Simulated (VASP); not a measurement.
# SnO2 (Pm) in VASP: a series of runs, part 2 of 2

VASP 6.6.1.

**4. Single point, r2SCAN (the part above a cut slid along it)**

The input, POSCAR:

```
SnO2
1.0
    0.0000000000      0.0000000000     -3.2007107590
   -4.7598182097      0.0000000000      0.0000000000
   -3.1733708004      9.5201150501      0.0000000000
Sn O
4 8
Direct
    0.5000000000     -0.1343650500      0.9515000000
    0.5000000000      0.1989849500      0.4515000000
    1.0000000000     -0.1343400500      0.2015000000
    1.0000000000     -0.4676900500      0.7015000000
    0.0000000000      0.1244564128      0.8544791092
    0.0000000000      0.4578064128      0.3544791092
    0.5000000000     -0.3382362430      0.7985208908
    0.5000000000     -0.0048862430      0.2985208908
    0.5000000000      0.7362061430      0.1044791092
    0.5000000000      0.4028561430      0.6044791092
    1.0000000000      0.2735134872      0.0485208908
    1.0000000000     -0.0598365128      0.5485208908
```

The input, INCAR.step1:

```
SYSTEM = SnO2
ALGO = Normal ; EDIFF = 1E-4
ENCUT = 520 ; GGA = PE
ISMEAR = 0 ; LASPH = .TRUE.
LCHARG = .FALSE. ; LREAL = .FALSE.
LWAVE = .TRUE. ; NBANDS = 64
NELM = 80 ; PREC = Accurate
SIGMA = 0.05
```

The input, INCAR.step2:

```
SYSTEM = SnO2
ALGO = Normal ; EDIFF = 1E-6
ENCUT = 520 ; ISIF = 2
ISMEAR = 0 ; ISTART = 1
LASPH = .TRUE. ; LCHARG = .TRUE.
LELF = .TRUE. ; LMIXTAU = .TRUE.
LREAL = .FALSE. ; LVHAR = .TRUE.
LWAVE = .FALSE. ; METAGGA = R2SCAN
NBANDS = 64 ; NELM = 80
PREC = Accurate ; SIGMA = 0.05
```

The input, KPOINTS:

```
k-points
0
G
  8 6 3
  0 0 0
```

The run is started by

```console
$ cat potpaw_PBE.64/Sn_d/POTCAR potpaw_PBE.64/O/POTCAR > POTCAR
$ cp INCAR.step1 INCAR
$ mpirun -np 1 vasp_std > vasp.out
$ cp INCAR.step2 INCAR
$ mpirun -np 1 vasp_std > vasp.out
```

Run time: 40 min. Hardware: 1 thread of Oxide Virtual Turin-like, shared host; peak memory 0.46 GiB.

The run converged. Its results:

- Free energy: -158.1598 eV
- Pressure: 22.7 GPa
- Largest force: 36.836 eV/Å
- Band gap on the k mesh: zero (filled and empty bands touch)

Forces on the atoms (eV/Å):
```
Sn   -2.908 -36.721   0.000
Sn    0.471  -0.364   0.000
Sn   -4.491   3.003   0.000
Sn   -0.027  -0.328   0.000
O     2.569  -1.010   0.000
O    -0.296  -0.390   0.000
O    -0.350   0.381   0.000
O     0.340   0.758   0.000
O     3.928  32.385   0.000
O    -0.079   0.152   0.000
O     0.835   1.909   0.000
O     0.008   0.225   0.000
```

Stress tensor (GPa, compression positive):
```
-7.10 -4.78  0.00
-4.78 63.79  0.00
 0.00  0.00 11.28
```

Levels at points of the mesh, in eV from the Fermi level:
| k point | band 49 | band 50 | band 51 | band 52 | band 53 | band 54 | band 55 | band 56 |
| --- | --- | --- | --- | --- | --- | --- | --- | --- |
| (0.00, 0.00, 0.00) | -2.41 | -1.94 | -0.82 | -0.17 | -0.04 | 2.22 | 2.66 | 4.14 |
| (0.50, 0.00, 0.00) | -3.08 | -2.35 | -1.36 | -0.07 | 3.15 | 4.46 | 4.50 | 4.82 |
| (0.00, 0.50, 0.00) | -2.96 | -2.41 | -0.28 | -0.09 | 2.09 | 2.83 | 3.18 | 3.48 |
| (0.50, 0.50, 0.00) | -2.73 | -1.93 | -1.19 | -0.07 | 2.61 | 3.66 | 3.71 | 4.20 |

Caveat: the cell differs from its parent crystal (the part above a cut slid along it); the stress differs along the axes, from -7 to 64 GPa; semilocal functionals underestimate gaps, and a narrow one can read as zero; the PAW data sets were made with another functional, which shifts forces and pressure a little; spin-orbit coupling is left out, which moves the levels of the heavy elements.

**5. Single point, r2SCAN (the part above a cut slid along it)**

The input, POSCAR:

```
SnO2
1.0
    0.0000000000      0.0000000000     -3.2007107590
   -4.7598182097      0.0000000000      0.0000000000
   -1.9834162480      9.5201150501      0.0000000000
Sn O
4 8
Direct
    0.5000000000      0.1035099500      0.9515000000
    0.5000000000      0.3118599500      0.4515000000
    1.0000000000     -0.0839650500      0.2015000000
    1.0000000000     -0.2923150500      0.7015000000
    0.0000000000      0.3380761901      0.8544791092
    0.0000000000      0.5464261901      0.3544791092
    0.5000000000     -0.1386060203      0.7985208908
    0.5000000000      0.0697439797      0.2985208908
    0.5000000000      0.7623259203      0.1044791092
    0.5000000000      0.5539759203      0.6044791092
    1.0000000000      0.2856437099      0.0485208908
    1.0000000000      0.0772937099      0.5485208908
```

The input, INCAR.step1:

```
SYSTEM = SnO2
PREC = Accurate
ENCUT = 520
ISMEAR = 0
SIGMA = 0.05
LREAL = .FALSE.
LASPH = .TRUE.
NELM = 80
NBANDS = 64
GGA = PE
ALGO = Normal
EDIFF = 1E-4
LWAVE = .TRUE.
LCHARG = .FALSE.
```

The input, INCAR.step2:

```
SYSTEM = SnO2
PREC = Accurate
ENCUT = 520
EDIFF = 1E-7
ISMEAR = 0
SIGMA = 0.05
LREAL = .FALSE.
LASPH = .TRUE.
NELM = 80
ALGO = Normal
ISIF = 2
LWAVE = .FALSE.
LCHARG = .FALSE.
METAGGA = R2SCAN
LMIXTAU = .TRUE.
NBANDS = 64
ISTART = 1
```

The input, KPOINTS:

```
regular mesh
0
G
  8 6 3
  0 0 0
```

Potentials or basis: VASP PAW PBE potentials, release 64 (Sn_d, O).

The run is started by

```console
$ cat potpaw_PBE.64/Sn_d/POTCAR potpaw_PBE.64/O/POTCAR > POTCAR
$ cp INCAR.step1 INCAR
$ mpirun -np 1 vasp_std > vasp.out
$ cp INCAR.step2 INCAR
$ mpirun -np 1 vasp_std > vasp.out
```

OUTCAR:

```text
SYSTEM = SnO2
   PREC = Accurate
   ENCUT = 520
   EDIFF = 1E-7
   ISMEAR = 0
   LREAL = .FALSE.
   LASPH = .TRUE.
   NELM = 80
   ISIF = 2
   METAGGA = R2SCAN
   ISTART = 1

 ion  position               nearest neighbor table
   1  0.500  0.104  0.952-   9 1.97   7 2.06   5 2.07   5 2.07  11 2.13  11 2.13   3 2.90   3 2.90
                             4 3.73   4 3.73   4 3.73   4 3.73
   2  0.500  0.312  0.452-  10 2.06   8 2.06  12 2.07  12 2.07   6 2.07   6 2.07   3 3.73   3 3.73
                             4 3.73   4 3.73   4 3.73   3 3.73   4 3.73   3 3.73
[... 1847 lines left out ...]
 VOLUME and BASIS-vectors are now :
 -----------------------------------------------------------------------------
  energy-cutoff  :      520.00
  volume of cell :      145.04
      direct lattice vectors                 reciprocal lattice vectors
     0.000000000  0.000000000 -3.200710759     0.000000000  0.000000000 -0.312430605
    -4.759818210  0.000000000  0.000000000    -0.210092057 -0.043770479  0.000000000
    -1.983416248  9.520115050  0.000000000     0.000000000  0.105040747  0.000000000

 POSITION                                       TOTAL-FORCE (eV/Angst)
 -----------------------------------------------------------------------------------
     -2.37991      9.05839     -1.60036        -3.090420     -4.337144      0.000000
     -2.37991      4.29833     -1.60036         0.109515      0.003874      0.000000
     -4.75982      1.91830      0.00000        -0.628321      4.681852      0.000000
     -4.75982      6.67836      0.00000         0.863462     -0.782749      0.000000
     -3.30397      8.13474      0.00000         0.307907     -8.674284      0.000000
     -3.30397      3.37468      0.00000        -0.168209     -0.345570      0.000000
     -5.68388      7.60201     -1.60036        -0.323616      0.805097      0.000000
     -0.92406      2.84195     -1.60036        -0.040636      0.500439      0.000000
     -3.83576      0.99465     -1.60036         0.749454     -0.320737      0.000000
     -3.83576      5.75471     -1.60036        -0.076258     -0.236868      0.000000
     -1.45585      0.46192      0.00000         2.233664      8.513383      0.000000
     -1.45585      5.22198      0.00000         0.063459      0.192708      0.000000
 -----------------------------------------------------------------------------------
    total drift:                                0.005939     -0.003393     -0.000000

  FREE ENERGIE OF THE ION-ELECTRON SYSTEM (eV)
  ---------------------------------------------------
  free  energy   TOTEN  =      -164.0429189217 eV

  energy  without entropy=     -164.0418991913  energy(sigma->0) =     -164.04240906
```

OUTCAR.step1:

```text
SYSTEM = SnO2
   PREC = Accurate
   ENCUT = 520
   ISMEAR = 0
   LREAL = .FALSE.
   LASPH = .TRUE.
   NELM = 80
[... 1875 lines left out ...]
     -3.83576      5.75471     -1.60036        -0.029024     -0.241488      0.000000
     -1.45585      0.46192      0.00000         1.570936      7.919500      0.000000
     -1.45585      5.22198      0.00000         0.078341      0.203812      0.000000
 -----------------------------------------------------------------------------------
    total drift:                                0.010334     -0.000999     -0.000000

  FREE ENERGIE OF THE ION-ELECTRON SYSTEM (eV)
  ---------------------------------------------------
  free  energy   TOTEN  =       -69.6407415275 eV

  energy  without entropy=      -69.6390249583  energy(sigma->0) =      -69.63988324
```

OSZICAR.step1:

```text
N       E                     dE             d eps       ncg     rms          rms(c)
DAV:   1     0.162455266562E+04    0.16246E+04   -0.48550E+04  7424   0.260E+03
DAV:   2     0.272371512277E+03   -0.13522E+04   -0.12798E+04  6688   0.813E+02
DAV:   3    -0.534040321621E+02   -0.32578E+03   -0.31692E+03  6968   0.283E+02
DAV:   4    -0.817631733668E+02   -0.28359E+02   -0.28023E+02  7848   0.930E+01
DAV:   5    -0.825971358778E+02   -0.83396E+00   -0.83147E+00  7464   0.167E+01    0.228E+01
DAV:   6    -0.694266909988E+02    0.13170E+02   -0.46337E+01 10384   0.746E+01    0.843E+00
DAV:   7    -0.697225949264E+02   -0.29590E+00   -0.60446E+00  7376   0.116E+01    0.484E+00
DAV:   8    -0.696568862730E+02    0.65709E-01   -0.52832E-01  8616   0.560E+00    0.184E+00
DAV:   9    -0.696405424296E+02    0.16344E-01   -0.10664E-01  9392   0.282E+00    0.468E-01
DAV:  10    -0.696395545301E+02    0.98790E-03   -0.41724E-02  9560   0.158E+00    0.223E-01
DAV:  11    -0.696403682986E+02   -0.81377E-03   -0.71845E-03  7320   0.516E-01    0.140E-01
DAV:  12    -0.696407375369E+02   -0.36924E-03   -0.82571E-04  7128   0.290E-01    0.345E-02
DAV:  13    -0.696407415275E+02   -0.39905E-05   -0.15342E-04  4752   0.113E-01
   1 F= -.69640742E+02 E0= -.69639883E+02  d E =-.171657E-02
```

Run time: 64 min. Hardware: 1 thread of Oxide Virtual Turin-like, shared host; peak memory 0.44 GiB.

What came out:

```yaml
Free_energy: -164.0429 eV
Pressure: 12.3 GPa
Largest_force: 8.802 eV/Å
Band_gap_on_the_k_mesh: zero (bands 52 and 53 overlap by 0.11 eV)
```

Forces in eV/Å, atoms in the order of the input:
```
Sn  -3.090 -4.337  0.000
Sn   0.110  0.004  0.000
Sn  -0.628  4.682  0.000
Sn   0.863 -0.783  0.000
O    0.308 -8.674  0.000
O   -0.168 -0.346  0.000
O   -0.324  0.805  0.000
O   -0.041  0.500  0.000
O    0.749 -0.321  0.000
O   -0.076 -0.237  0.000
O    2.234  8.513  0.000
O    0.063  0.193  0.000
```

Caveat: the cell differs from its parent crystal (the part above a cut slid along it); the stress differs along the axes, from -2 to 32 GPa; semilocal functionals underestimate gaps, and a narrow one can read as zero; the PAW data sets were made with another functional, which shifts forces and pressure a little; spin-orbit coupling is left out, which moves the levels of the heavy elements.

**6. Summary**

```tsv
cell	gap on the mesh (eV)	pressure (GPa)	largest force (eV/Å)
a = 3.201, b = 4.760, c = 9.651 Å, angles 80.5, 90.0, 90.0°, 12 atoms	0.58	11.4	9.73
a = 3.201, b = 4.760, c = 10.167 Å, angles 69.4, 90.0, 90.0°, 12 atoms	none	18.7	33.33
a = 3.201, b = 4.760, c = 10.035 Å, angles 71.6, 90.0, 90.0°, 12 atoms	none	22.7	36.84
a = 3.201, b = 4.760, c = 9.725 Å, angles 78.2, 90.0, 90.0°, 12 atoms	none	12.3	8.80
```

Alike in all rows: task single point; level r2SCAN; potentials or basis VASP PAW PBE potentials, release 64 (Sn_d, O); no spin polarisation; k mesh 8 × 6 × 3; cutoff (eV) 520; smearing gaussian 0.05 eV.

Caveats: semilocal functionals underestimate gaps, and a narrow one can read as zero; the PAW data sets were made with another functional, which shifts forces and pressure a little; spin-orbit coupling is left out, which moves the levels of the heavy elements; the stress differs along the axes, from -2 to 27 GPa (at least some runs); the stress differs along the axes, from -6 to 53 GPa (at least some runs); the stress differs along the axes, from -7 to 64 GPa (at least some runs); the stress differs along the axes, from -2 to 32 GPa (at least some runs).

Absolute energies hang on the potentials; compare differences alone.
